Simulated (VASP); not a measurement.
Ni:

```
Ni
1.0
     2.79691    0.00000    0.00000
     0.00000    2.79691    0.00000
     0.00000    0.00000    2.79691
Ni
2
Direct
  0.00000 0.00000 0.00000
  0.50000 0.50000 0.50000
```

This isn't the form of Ni at room conditions, which is fcc.

* Program: VASP 6.6.1
* Task: relaxation of cell and atoms
* Functional: BLYP
* Potentials or basis: VASP PAW PBE potentials, release 64 (Ni)
* Cutoff: 600 eV
* k mesh: 11 × 11 × 11
* Occupations: fermi-dirac, width 0.05 eV
* Spin: collinear spin, antiferromagnetic start
* Starting moments: [0.8, -0.8] μB

At the start: pressure 8.6 GPa; volume 10.94 Å³/atom.

Q: How do energy, volume and symmetry change on relaxing?

A: Over 3 steps the energy falls by 13.4 meV/atom and the volume is 11.46 Å³/atom (+4.8 %); space group Im-3m (No. 229, to 0.1 Å) before and after; moment 0.00 μB per cell.

Step by step:
| step | energy change (eV) | largest force (eV/Å) | pressure (GPa) | volume (Å³) |
| --- | --- | --- | --- | --- |
| 1 | 0.0000 | 0.0000 | 8.61 | 21.88 |
| 2 | -0.0105 | 0.0000 | -5.63 | 23.80 |
| 3 | -0.0268 | 0.0000 | -0.07 | 22.92 |

Final structure:
```
Ni
1.0
     2.84058    0.00000    0.00000
     0.00000    2.84058    0.00000
     0.00000    0.00000    2.84058
Ni
2
Cartesian
  0.0000 0.0000 0.0000
  1.4203 1.4203 1.4203
```

Caveat: the moments typed at the start vanished in this run; the PAW data sets were made with another functional, which shifts forces and pressure a little.
